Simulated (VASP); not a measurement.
B:

```
CELL_PARAMETERS angstrom
2.47413 0.00000 0.00000
-1.23706 2.14266 0.00000
0.00000 0.00000 8.28443
ATOMIC_POSITIONS crystal
B 0.00000 0.00000 0.00000
B 0.33333 0.66667 0.16667
B 0.66667 0.33333 0.33333
B 0.33333 0.66667 0.50000
B 0.66667 0.33333 0.66667
B 0.33333 0.66667 0.83333
```

The cell was built from a structure type or drawn by symmetry, and may not be a known phase.

```yaml
Program: VASP 6.6.1
Task: relaxation of cell and atoms
Functional: PBE
Potentials_or_basis: VASP PAW PBE potentials, release 64 (B)
Cutoff: 600 eV
k_mesh: 6 × 6 × 2
Occupations: gaussian, width 0.1 eV
Spin: no spin polarisation
```

At the start: pressure -19.8 GPa; volume 7.32 Å³/atom.

**Question.** How do energy, volume and symmetry change on relaxing?

**Answer.** Over 34 steps the energy falls by 865.4 meV/atom and the volume is 6.41 Å³/atom (-12.5 %); space group P-6m2 (No. 187, to 0.1 Å) before and after.

The path:
| step | energy change (eV) | largest force (eV/Å) | pressure (GPa) | volume (Å³) |
| --- | --- | --- | --- | --- |
| 1 | 0.0000 | 0.4677 | -19.77 | 43.92 |
| 2 | -0.3481 | 0.2909 | 5.37 | 38.42 |
| 3 | -0.3598 | 0.2955 | 0.80 | 39.14 |
| 4 | -0.3598 | 0.2958 | 0.24 | 39.23 |
| 5 | -0.3698 | 0.1137 | 0.74 | 39.27 |
| 6 | -0.3717 | 0.0216 | 1.10 | 39.29 |
| 7 | -0.3780 | 0.1108 | 1.72 | 39.33 |
| 8 | -0.3923 | 0.1993 | 2.80 | 39.41 |
| 9 | -0.4149 | 0.0839 | 5.90 | 39.53 |
| 10 | -1.2816 | 1.1769 | 11.55 | 39.69 |
| 11 | -0.1527 | 20.7233 | 57.75 | 39.55 |
| 12 | -1.5984 | 0.9517 | 12.73 | 39.70 |
| 13 | -2.3066 | 2.2869 | 25.00 | 39.68 |
| 14 | -2.0607 | 7.4026 | 36.56 | 39.63 |
| 15 | -2.3318 | 3.1449 | 26.86 | 39.67 |
| 16 | -2.3249 | 3.9638 | 28.59 | 39.67 |
| 17 | -2.4345 | 3.5542 | 26.27 | 39.86 |
| 18 | -2.7199 | 2.4421 | 19.73 | 40.46 |
| 19 | -3.1274 | 0.8337 | 8.61 | 41.67 |
| 20 | -3.4725 | 1.2175 | -9.21 | 44.12 |
| 21 | -3.6995 | 0.8046 | -9.69 | 44.06 |
| 22 | -4.1582 | 1.6119 | -9.39 | 43.79 |
| 23 | -3.1288 | 9.8708 | 5.14 | 42.77 |
| 24 | -4.2297 | 2.3015 | -8.62 | 43.67 |
| 25 | -4.2363 | 2.6472 | -8.16 | 43.62 |
| 26 | -4.4750 | 2.1043 | -8.24 | 42.89 |
| 27 | -4.8981 | 2.8117 | -3.84 | 40.59 |
| 28 | -5.1323 | 0.5024 | -6.09 | 39.64 |
| 29 | -5.1579 | 0.3449 | -5.97 | 39.40 |
| 30 | -5.1502 | 0.7887 | -4.22 | 38.94 |
| 31 | -5.1670 | 0.3045 | -5.29 | 39.21 |
| 32 | -5.1875 | 0.2959 | -1.00 | 38.56 |
| 33 | -5.1883 | 0.2967 | 0.01 | 38.41 |
| 34 | -5.1922 | 0.0241 | 0.20 | 38.45 |

Final structure:
```cif
data_structure
_symmetry_space_group_name_H-M 'P 1'
_symmetry_Int_Tables_number 1
_cell_length_a 2.9004
_cell_length_b 2.9004
_cell_length_c 5.2773
_cell_angle_alpha 90.000
_cell_angle_beta 90.000
_cell_angle_gamma 120.000
_cell_volume 38.45
loop_
_atom_site_label
_atom_site_type_symbol
_atom_site_fract_x
_atom_site_fract_y
_atom_site_fract_z
_atom_site_occupancy
B1 B 0.00000 0.00000 0.00000 1
B2 B 0.33333 0.66667 0.15935 1
B3 B 0.66667 0.33333 0.34323 1
B4 B 0.33333 0.66667 0.50000 1
B5 B 0.66667 0.33333 0.65677 1
B6 B 0.33333 0.66667 0.84065 1
```

Caveat: the k points lie up to 0.60 Å⁻¹ apart in the final cell, too coarse for converged energies and pressures of a metal; a cell axis changed by over 15 % at a fixed basis, so the end point is rough.
